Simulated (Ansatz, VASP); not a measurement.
Sc: VASP beside Ansatz

The input INCAR:

```
SYSTEM = Sc
ALGO = Normal
EDIFF = 1E-6
EDIFFG = -0.005
ENCUT = 600
GGA = PE
IBRION = 2
ISIF = 3
ISMEAR = -1
LASPH = .True.
LCHARG = .False.
LREAL = .False.
LWAVE = .False.
NELM = 80
NSW = 60
PREC = Accurate
SIGMA = 0.08
```

File KPOINTS:

```
k-points
0
Gamma
  14 14 14
  0 0 0
```

Contents of POSCAR:

```
Sc
1.0
   -2.8504469672      2.8504469672      1.5677458320
    2.8504469672     -2.8504469672      1.5677458320
    2.8504469672      2.8504469672     -1.5677458320
Sc
2
Direct
   -0.3750000000     -0.1250000000     -0.2500000000
    0.3750000000      0.1250000000      0.2500000000
```

Input for Ansatz:

```yaml
crystal:
  lattice:
    - [-2.8504469672, 2.8504469672, 1.567745832]
    - [2.8504469672, -2.8504469672, 1.567745832]
    - [2.8504469672, 2.8504469672, -1.567745832]
  atoms:
    - { symbol: Sc, position: [-0.375, -0.125, -0.25] }
    - { symbol: Sc, position: [0.375, 0.125, 0.25] }
kpoints:
  mp_grid: { grid: [14, 14, 14] }
scf:
  occupations: { method: fermi_dirac, width: 0.08 }
hamiltonian:
  xc: pbe
  pseudopotentials: { kind: paw }
output:
  forces: true
  stress: true
  write_density: true
  write_potential: true
  elf: true
  volumetric_format: npy
relax:
  f_tol: 0.005
  max_steps: 40
  cell: {}
```

Alike in both runs: task relaxation of cell and atoms; functional PBE; k mesh 14 × 14 × 14; occupations fermi-dirac, width 0.08 eV; no spin polarisation.

|  | VASP | Ansatz |
| --- | --- | --- |
| version | VASP 6.6.1 | Ansatz 0.2.0 |
| potentials or method | VASP PAW PBE potentials, release 64 (Sc_sv) | PAW with Ansatz's default frozen-core files, scalar-relativistic |
| plane-wave cutoff (eV) | 600 | 420 |
| valence electrons in the cell | 22 | 22 |

|  | VASP | Ansatz | Ansatz less VASP |
| --- | --- | --- | --- |
| relaxed volume (Å³/atom) | 24.81 | 24.76 | -0.048 |
| relaxed length of the cell vector where the two differ most in proportion (Å) | 4.286 | 4.283 | -0.0028 |
